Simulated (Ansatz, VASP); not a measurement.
One calculation of Zn, two programs

The input INCAR:

```
ALGO = Normal
EDIFF = 1E-6
ENCUT = 520
GGA = PE
ISIF = 2
ISMEAR = -1
LASPH = True
LCHARG = False
LREAL = False
LWAVE = False
NBANDS = 19
NELM = 80
PREC = Accurate
SIGMA = 0.1
```

The input KPOINTS:

```
k-points
0
Gamma
  12 12 6
```

File POSCAR:

```
Zn
1.0
    2.6700000000      0.0000000000      0.0000000000
   -1.3350000000      2.3122878300      0.0000000000
    0.0000000000      0.0000000000      4.9660000000
Zn
2
Direct
    0.3333333333      0.6666666667      0.2500000000
    0.6666666667      0.3333333333      0.7600684656
```

Input for Ansatz:

```yaml
crystal:
  lattice:
    - [2.67, 0.0, 0.0]
    - [-1.335, 2.31228783, 0.0]
    - [0.0, 0.0, 4.966]
  atoms:
    - { symbol: Zn, position: [0.33333333333333337, 0.6666666666666667, 0.25] }
    - { symbol: Zn, position: [0.6666666666666666, 0.33333333333333337, 0.7600684655658477] }
basis:
  ecutwfc: 450.0
kpoints:
  mp_grid:
    grid: [12, 12, 6]
hamiltonian:
  xc: pbe
scf:
  occupations:
    method: fermi_dirac
output:
  forces: true
```

Alike in both runs: task single point; functional PBE; k mesh 12 × 12 × 6; no spin polarisation.

|  | VASP | Ansatz |
| --- | --- | --- |
| version | VASP 6.6.1 | Ansatz 0.2.0 |
| potentials or method | VASP PAW PBE potentials, release 64 (Zn), cutoff 520 eV | plane waves, PAW |
| occupations | fermi-dirac, width 0.1 eV | fermi-dirac |
| valence electrons in the cell | 24 | 24 |

|  | VASP | Ansatz | Ansatz less VASP |
| --- | --- | --- | --- |
| rms of the force components (eV/Å) | 0.069 | 0.068 | -0.0011 |

Atom by atom the forces differ by 0.001 eV/Å (rms over components).
